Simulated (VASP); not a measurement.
# SnSe (R-3m) in VASP: notebook

SnSe is run at these levels: PBE; tasks: electric field gradients.

Everything below comes from runs of VASP 6.6.1. Logs are shortened: lines on timing, memory, paths and dates and some standing lists are left out, and cuts for length are marked.

## Step 1: The cell of the first run

Symmetry: R-3m, No. 166, trigonal system. The conventional cell has a = 4.214 Å, b = 4.214 Å, c = 10.635 Å, α = 90.00°, β = 90.00°, γ = 120.00°. Sn (site symmetry -3m) has 6 Se at 3.01 Å within 4.0 Å. Se (site symmetry -3m) has 6 Sn at 3.01 Å within 4.0 Å.

## Step 2: Electric field gradients, PBE (equal xy, yz and zx shear strains of +2 %)

INCAR reads:

```
SYSTEM = SnSe
  PREC = Accurate
  ENCUT = 520
  EDIFF = 1E-8
  ISMEAR = -1
  SIGMA = 0.02
  LREAL = .False.
  LASPH = .True.
  NELM = 100
  ALGO = Normal
  ISIF = 2
  LWAVE = .False.
  LCHARG = .False.
  GGA = PE
  LEFG = .True.
  NBANDS = 17
```

KPOINTS reads:

```
regular mesh
0
Gamma
  9 9 9
  0 0 0
```

POSCAR reads:

```
SnSe
1.0
    0.0602000000      3.0401000000      3.0401000000
    3.0401000000      0.0602000000      3.0401000000
    3.0401000000      3.0401000000      0.0602000000
Sn Se
1 1
Direct
    0.0000000000      0.0000000000      0.0000000000
    0.5000000000      0.5000000000      0.5000000000
```

Potentials or basis: VASP PAW PBE potentials, release 64 (Sn_d, Se).

Launch:

```
cat potpaw_PBE.64/Sn_d/POTCAR potpaw_PBE.64/Se/POTCAR > POTCAR
mpirun -np 1 vasp_std > vasp.out
```

OUTCAR:

```text
SYSTEM = SnSe
   PREC = Accurate
   ENCUT = 520
   EDIFF = 1E-8
   ISMEAR = -1
   LREAL = .False.
   LASPH = .True.
   NELM = 100
   ISIF = 2
   GGA = PE

 ion  position               nearest neighbor table
   1  0.000  0.000  0.000-   2 3.01   2 3.01   2 3.01   2 3.01   2 3.01   2 3.01
   2  0.500  0.500  0.500-   1 3.01   1 3.01   1 3.01   1 3.01   1 3.01   1 3.01

  LATTYP: Found a trigonal (rhomboedric) cell.
 ALAT       =     4.2997720940
 COS(alpha) =     0.5197000882

  Lattice vectors:

 A1 = (   0.0602000000,   3.0401000000,   3.0401000000)
 A2 = (   3.0401000000,   0.0602000000,   3.0401000000)
 A3 = (   3.0401000000,   3.0401000000,   0.0602000000)

Analysis of symmetry for initial positions (statically):
=====================================================================
 Subroutine PRICEL returns:
 Original cell was already a primitive cell.

 Routine SETGRP: Setting up the symmetry group for a
 trigonal (rhombohedral) supercell.

 Subroutine GETGRP returns: Found 12 space group operations
 (whereof 12 operations were pure point group operations)
 out of a pool of 12 trial point group operations.

The static configuration has the point symmetry D_3d.

Analysis of symmetry for dynamics (positions and initial velocities):
=====================================================================
 Subroutine PRICEL returns:
 Original cell was already a primitive cell.

 Routine SETGRP: Setting up the symmetry group for a
 trigonal (rhombohedral) supercell.

 Subroutine GETGRP returns: Found 12 space group operations
 (whereof 12 operations were pure point group operations)
 out of a pool of 12 trial point group operations.

The dynamic configuration has the point symmetry D_3d.

 Subroutine INISYM returns: Found 12 space group operations
 (whereof 12 operations are pure point group operations),
 and found     1 'primitive' translations

----------------------------------------------------------------------------------------

                                     Primitive cell

  volume of cell :      54.5255

  direct lattice vectors                    reciprocal lattice vectors
     0.060200000  3.040100000  3.040100000    -0.169435874  0.166145857  0.166145857
     3.040100000  0.060200000  3.040100000     0.166145857 -0.169435874  0.166145857
     3.040100000  3.040100000  0.060200000     0.166145857  0.166145857 -0.169435874

  length of vectors
     4.299772094  4.299772094  4.299772094     0.289685013  0.289685013  0.289685013

  position of ions in fractional coordinates (direct lattice)
     0.000000000  0.000000000  0.000000000
     0.500000000  0.500000000  0.500000000

  ion indices of the primitive-cell ions
   primitive index   ion index
                 1           1
                 2           2

----------------------------------------------------------------------------------------

 KPOINTS: regular mesh

Automatic generation of k-mesh.
 Grid dimensions read from file:
 generate k-points for:    9    9    9

 Generating k-lattice:

  Cartesian coordinates                     Fractional coordinates (reciprocal lattice)
    -0.018826208  0.018460651  0.018460651     0.111111111  0.000000000 -0.000000000
     0.018460651 -0.018826208  0.018460651     0.000000000  0.111111111 -0.000000000
     0.018460651  0.018460651 -0.018826208     0.000000000  0.000000000  0.111111111

  Length of vectors
     0.032187224  0.032187224  0.032187224

  Shift w.r.t. Gamma in fractional coordinates (k-lattice)
     0.000000000  0.000000000  0.000000000

 Subroutine IBZKPT returns following result:
 ===========================================

 Found     85 irreducible k-points:

 Following reciprocal coordinates:
            Coordinates               Weight
  0.000000  0.000000  0.000000      1.000000
  0.111111 -0.000000 -0.000000      6.000000
  0.222222 -0.000000 -0.000000      6.000000
  0.333333 -0.000000 -0.000000      6.000000
  0.444444 -0.000000 -0.000000      6.000000
  0.111111  0.111111 -0.000000      6.000000
[... 16 lines left out ...]
 -0.333333  0.333333  0.000000      6.000000
  0.444444  0.444444 -0.000000      6.000000
 [... further k-points ...]
   k-points           NKPTS =     85   k-points in BZ     NKDIM =     85   number of bands    NBANDS=     17
   number of dos      NEDOS =    301   number of ions     NIONS =      2
   total plane-waves  NPLWV =  32768
   dimension x,y,z NGX =    32 NGY =   32 NGZ =   32
   dimension x,y,z NGXF=    64 NGYF=   64 NGZF=   64
   ions per type =               1   1
   NGX,Y,Z   is equivalent  to a cutoff of  12.37, 12.37, 12.37 a.u.
   NGXF,Y,Z  is equivalent  to a cutoff of  24.74, 24.74, 24.74 a.u.
 SYSTEM =  SnSe
   PREC   = accura    normal or accurate (medium, high low for compatibility)
   ISTART =      0    job   : 0-new  1-cont  2-samecut
   ICHARG =      2    charge: 1-file 2-atom 10-const
   ISPIN  =      1    spin polarized calculation?
   LNONCOLLINEAR =      F non collinear calculations
   LSORBIT =      F    spin-orbit coupling
   LASPH  =      T    aspherical Exc in radial PAW
   ENCUT  =  520.0 eV  38.22 Ry    6.18 a.u.   7.99  7.99  7.99*2*pi/ulx,y,z
   NELM   =    100;   NELMIN=  2; NELMDL= -5     # of ELM steps
   EDIFF  = 0.1E-07   stopping-criterion for ELM
   LREAL  =      F    real-space projection
   EDIFFG = 0.1E-06   stopping-criterion for IOM
   NSW    =      0    number of steps for IOM
   IBRION =     -1    ionic relax: 0-MD 1-quasi-New 2-CG
   NFREE  =      0    steps in history (QN), initial steepest desc. (CG)
   ISIF   =      2    stress and relaxation
   ISYM   =      2    0-nonsym 1-usesym 2-fastsym
   POTIM  = 0.5000    time-step for ionic-motion
   TEBEG  =    0.0;   TEEND  =   0.0 temperature during run
   PSTRESS=    0.0 pullay stress
   NELECT =      20.0000    total number of electrons
   NUPDOWN=      -1.0000    fix difference up-down
   EMIN   =  10.00;   EMAX   =-10.00  energy-range for DOS
   EFERMI =   0.00;   METHOD = LEGACY
   ISMEAR =    -1;   SIGMA  =   0.02  broadening in eV -4-tet -1-fermi 0-gaus
   EFERMI_NEDOS =   21; number of points for ismear=-14 and -15
   IALGO  =     38    algorithm
   IMIX   =      4    mixing-type and parameters
     AMIX     =   0.40;   BMIX     =  1.00
     AMIX_MAG =   1.60;   BMIX_MAG =  1.00
  volume/ion in A,a.u.               =      27.26       183.98
  Fermi-wavevector in a.u.,A,eV,Ry     =   1.171885  2.214541 18.685062  1.373313
  Thomas-Fermi vector in A             =   2.308322
   LORBIT       =      0    0 simple, 1 ext, 2 COOP (PROOUT), +10 PAW based schemes
   GGA     = PE    functional components
   LHFCALC =     F    Hartree Fock is set to
   AEXX    =    0.0000 exact exchange contribution
   IVDW    =     0    specifies the selected vdW correction
   LEPSILON=     F    determine dielectric tensor
   LRPA    =     F    only Hartree local field effects (RPA)
 non-spin polarized calculation
  energy-cutoff  :      520.00
  volume of cell :       54.53
 maximum number of plane-waves:      1479
   NGX = 15   NGY = 15   NGZ = 15

 number of electron      20.0000006 magnetization

 Free energy of the ion-electron system (eV)
  ---------------------------------------------------
  ext. energy  EPLUGINS =         0.00000000
  ---------------------------------------------------
  free energy    TOTEN  =        -8.21026861 eV

  energy without entropy =       -8.21026828  energy(sigma->0) =       -8.21026844

 E-fermi :   5.8294     XC(G=0):  -9.5994

 val. band max:        5.6241632289   @ k =   0.4444   0.3333   0.3333
 cond. band min:       6.0441563962   @ k =  -0.3333   0.1111   0.0000
 fundamental gap:      0.4199931672
 Fermi energy:         5.8294179091

 k-point     1 :       0.0000    0.0000    0.0000
  band No.  band energies     occupation
      1     -16.0171      2.00000
      2     -16.0171      2.00000
      3     -16.0138      2.00000
      4     -16.0111      2.00000
      5     -16.0111      2.00000
      6      -8.2711      2.00000
[... 9 lines left out ...]
     16      11.5946      0.00000
     17      13.7552      0.00000

 k-point     2 :       0.1111   -0.0000   -0.0000
  band No.  band energies     occupation
      1     -16.0173      2.00000
      2     -16.0154      2.00000
      3     -16.0130      2.00000
      4     -16.0120      2.00000
      5     -16.0109      2.00000
      6      -8.1831      2.00000
[... 9 lines left out ...]
     16      11.9044      0.00000
     17      14.5948      0.00000

 k-point     3 :       0.2222   -0.0000   -0.0000
  band No.  band energies     occupation
      1     -16.0186      2.00000
      2     -16.0143      2.00000
      3     -16.0131      2.00000
      4     -16.0111      2.00000
      5     -16.0077      2.00000
      6      -7.9399      2.00000
[... 9 lines left out ...]
     16      12.7060      0.00000
     17      16.4197      0.00000

 k-point     4 :       0.3333   -0.0000   -0.0000
  band No.  band energies     occupation
      1     -16.0209      2.00000
      2     -16.0169      2.00000
      3     -16.0130      2.00000
      4     -16.0062      2.00000
      5     -16.0035      2.00000
      6      -7.6155      2.00000
[... 9 lines left out ...]
     16      13.9396      0.00000
     17      17.4561      0.00000

 k-point     5 :       0.4444   -0.0000   -0.0000
  band No.  band energies     occupation
      1     -16.0227      2.00000
      2     -16.0186      2.00000
      3     -16.0128      2.00000
      4     -16.0030      2.00000
      5     -16.0006      2.00000
      6      -7.3629      2.00000
[... 9 lines left out ...]
     16      15.5091      0.00000
     17      16.1355      0.00000

 k-point     6 :       0.1111    0.1111   -0.0000
  band No.  band energies     occupation
      1     -16.0179      2.00000
      2     -16.0153      2.00000
      3     -16.0133      2.00000
      4     -16.0117      2.00000
      5     -16.0101      2.00000
      6      -8.1553      2.00000
[... 9 lines left out ...]
     16      12.4262      0.00000
     17      13.9153      0.00000
[... 281 lines left out ...]
 k-point    21 :       0.4444    0.3333   -0.0000
  band No.  band energies     occupation
      1     -16.0350      2.00000
      2     -16.0194      2.00000
      3     -16.0076      2.00000
      4     -16.0012      2.00000
      5     -15.9984      2.00000
      6      -7.2160      2.00000
[... 9 lines left out ...]
     16      16.7370      0.00000
     17      17.1630      0.00000

 k-point    22 :      -0.4444    0.3333   -0.0000
  band No.  band energies     occupation
      1     -16.0334      2.00000
      2     -16.0161      2.00000
      3     -16.0100      2.00000
      4     -16.0025      2.00000
      5     -15.9983      2.00000
      6      -7.0854      2.00000
[... 9 lines left out ...]
     16      15.9987      0.00000
     17      17.8190      0.00000

 k-point    23 :      -0.3333    0.3333    0.0000
  band No.  band energies     occupation
      1     -16.0285      2.00000
      2     -16.0135      2.00000
      3     -16.0110      2.00000
      4     -16.0058      2.00000
      5     -16.0003      2.00000
      6      -7.1029      2.00000
[... 9 lines left out ...]
     16      14.6367      0.00000
     17      17.1878      0.00000

 k-point    24 :       0.4444    0.4444   -0.0000
  band No.  band energies     occupation
      1     -16.0398      2.00000
      2     -16.0213      2.00000
      3     -16.0053      2.00000
      4     -15.9989      2.00000
      5     -15.9968      2.00000
      6      -7.1064      2.00000
[... 9 lines left out ...]
     16      17.2010      0.00000
     17      18.0026      0.00000

 [... further k-points ...]
[... 5 lines left out ...]
  --------------------------------------------------------------------------------------
  -------------------------------------------------------------------------------------
  Total        0.3514132      0.3514132      0.3514132     -0.1296992     -0.1296992     -0.1296992
  in kB       10.3259169     10.3259169     10.3259169     -3.8110767     -3.8110767     -3.8110767
  external PRESSURE =      10.3259169 kB  Pullay stress =       0.0000000 kB

 VOLUME and BASIS-vectors are now :
 -----------------------------------------------------------------------------
  energy-cutoff  :      520.00
  volume of cell :       54.53
      direct lattice vectors                 reciprocal lattice vectors
     0.060200000  3.040100000  3.040100000    -0.169435874  0.166145857  0.166145857
     3.040100000  0.060200000  3.040100000     0.166145857 -0.169435874  0.166145857
     3.040100000  3.040100000  0.060200000     0.166145857  0.166145857 -0.169435874

 POSITION                                       TOTAL-FORCE (eV/Angst)
 -----------------------------------------------------------------------------------
      0.00000      0.00000      0.00000        -0.000000      0.000000     -0.000000
      3.07020      3.07020      3.07020         0.000000     -0.000000      0.000000
 -----------------------------------------------------------------------------------
    total drift:                                0.000000     -0.000000     -0.000000

  FREE ENERGIE OF THE ION-ELECTRON SYSTEM (eV)
  ---------------------------------------------------
  free  energy   TOTEN  =        -8.2102686098 eV

  energy  without entropy=       -8.2102682791  energy(sigma->0) =       -8.21026844

 Electric field gradients (V/A^2)
---------------------------------------------------------------------
 ion       V_xx      V_yy      V_zz      V_xy      V_xz      V_yz
---------------------------------------------------------------------
   1       0.000    -0.000    -0.000    -0.179    -0.179    -0.179
   2       0.000    -0.000    -0.000     6.653     6.653     6.653
---------------------------------------------------------------------

 Electric field gradients after diagonalization (V/A^2)
 (convention: |V_zz| > |V_xx| > |V_yy|)
----------------------------------------------------------------------
 ion       V_xx      V_yy      V_zz     asymmetry (V_yy - V_xx)/ V_zz
----------------------------------------------------------------------
   1       0.179     0.179    -0.359       0.000
   2      -6.653    -6.653    13.307       0.000
----------------------------------------------------------------------

           NMR quadrupolar parameters

 Cq : quadrupolar parameter    Cq=e*Q*V_zz/h
 eta: asymmetry parameters     (V_yy - V_xx)/ V_zz
 Q  : nuclear electric quadrupole moment in mb (millibarn)
----------------------------------------------------------------------
 ion       Cq(MHz)       eta       Q (mb)
----------------------------------------------------------------------
   1      -0.001       0.000       1.000
   2       0.032       0.000       1.000
----------------------------------------------------------------------
```

Wall time 64 s (1 thread of Intel Xeon Platinum 8488C (Sapphire Rapids), shared host); peak memory 0.23 GiB.

What came out:

```
Free energy            : -8.2103 eV
Pressure               : 1.0 GPa
Band gap on the k mesh : 0.42 eV, indirect (least direct gap 0.59 eV)
```

Stress tensor (GPa, compression positive):
```
 1.03 -0.38 -0.38
-0.38  1.03 -0.38
-0.38 -0.38  1.03
```

Levels at points of the mesh, in eV from the valence-band top:
| k point | band 7 | band 8 | band 9 | band 10 | band 11 | band 12 | band 13 | band 14 |
| --- | --- | --- | --- | --- | --- | --- | --- | --- |
| (0.00, 0.00, 0.00) | -5.11 | -2.39 | -2.13 | -2.13 | 4.27 | 4.27 | 4.33 | 5.58 |

Electric field gradients, principal values (V/Å²):
| atom | least | middle | greatest (by size) |
| --- | --- | --- | --- |
| 1 Sn | 0.179 | 0.179 | -0.359 |
| 2 Se | -6.653 | -6.653 | 13.307 |

Caveat: the cell differs from its parent crystal (equal xy, yz and zx shear strains of +2 %); without QUAD_EFG the Cq values of the log hold for a quadrupole moment of 1 mb, not for the nuclei; spin-orbit coupling is left out, which moves the levels of the heavy elements.

(Continued in part 2 of 2.)
